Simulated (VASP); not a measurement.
Runs of VASP 6.6.1 on Tl. The structure is that of space group P6/mmm (No. 191), or close to it. The cells are those of the table. 

```csv
task,cell,k mesh,cutoff (eV),gap on the mesh (eV),pressure (GPa),relaxed volume (Å³/atom)
single point,"a = 3.407, b = 3.407, c = 3.280 Å, angles 90.0, 90.0, 120.0°, 1 atom",18 × 18 × 16,520,none,-0.1,-
single point,"a = 3.403, b = 3.403, c = 3.287 Å, angles 90.0, 90.0, 120.0°, 1 atom",6 × 6 × 6,520,none,0.0,-
relaxation of cell and atoms,"relaxed from a = 3.443, b = 3.443, c = 3.189 Å, angles 90.0, 90.0, 120.0°, 1 atom",6 × 6 × 6,600,none,0.0,(a)
relaxation of cell and atoms,"relaxed from a = 3.403, b = 3.403, c = 3.287 Å, angles 90.0, 90.0, 120.0°, 1 atom",18 × 18 × 16,600,none,0.0,32.98
```

Alike in all rows: level PBE; potentials or basis VASP PAW PBE potentials, release 64 (Tl_d); no spin polarisation; smearing gaussian 0.1 eV.

Problem. Estimate the missing entries.

Solution. (a) 33.18.

Caveats: spin-orbit coupling is left out, which moves the levels of the heavy elements.

A k mesh can miss the band edges, and the runs leave out spin-orbit coupling on Tl.

A gap of «none» marks levels without a gap at the run's occupations.
